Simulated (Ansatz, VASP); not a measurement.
## Be3ZnSe: VASP beside Ansatz

```xyz
10
Lattice="3.6654 -0.0002 -0.0004 -1.8329 3.1741 -0.0002 -0.0012 -0.0007 11.9439" Properties=species:S:1:pos:R:3 pbc="T T T"
Be   -0.0002    2.1157    1.0554
Be    0.0000    2.1160    5.7491
Be   -0.0011    2.1157    8.1964
Be    1.8320    1.0573    4.2779
Be    1.8315    1.0575    8.7416
Be    3.6647   -0.0007    7.6032
Zn    1.8323    1.0575    6.5466
Zn    3.6639    0.0001    9.8528
Se   -0.0007    2.1154    3.3859
Se    3.6654   -0.0006    0.3900
```

Change from the starting cell: cell x1, atoms moved at random (sigma 0.15 Å) and cell strained at random (1.5 %), then relaxed without symmetry.

Alike in both runs: functional PBE; k mesh 6 × 6 × 2; occupations gaussian, width 0.2 eV; no spin polarisation.

Ansatz relaxed the structure, and its values are those at the end. VASP's run is a single point on that final structure, the one shown.

|  | VASP | Ansatz |
| --- | --- | --- |
| version | VASP 6.6.1 | Ansatz 0.2.0 |
| potentials or method | VASP PAW PBE potentials, release 64 (Be, Zn, Se), cutoff 520 eV | scalar-relativistic, plane waves, PAW |
| valence electrons in the cell | 48 | 68 |

|  | VASP | Ansatz | Ansatz less VASP |
| --- | --- | --- | --- |
| gap on the k mesh at the Fermi level (eV) | none | none | - |
| pressure (GPa) | 0.2 | 0.0 | -0.20 |
| rms of the force components (eV/Å) | 0.006 | 0.004 | -0.0022 |

A gap of «none» marks a metal or a gap that the smearing closes. With one functional, cell and mesh, what is left measures potentials, basis and numerics. VASP's potentials hold 48 valence electrons a cell and Ansatz's 68, so a difference there can come from the potentials and not from the codes.
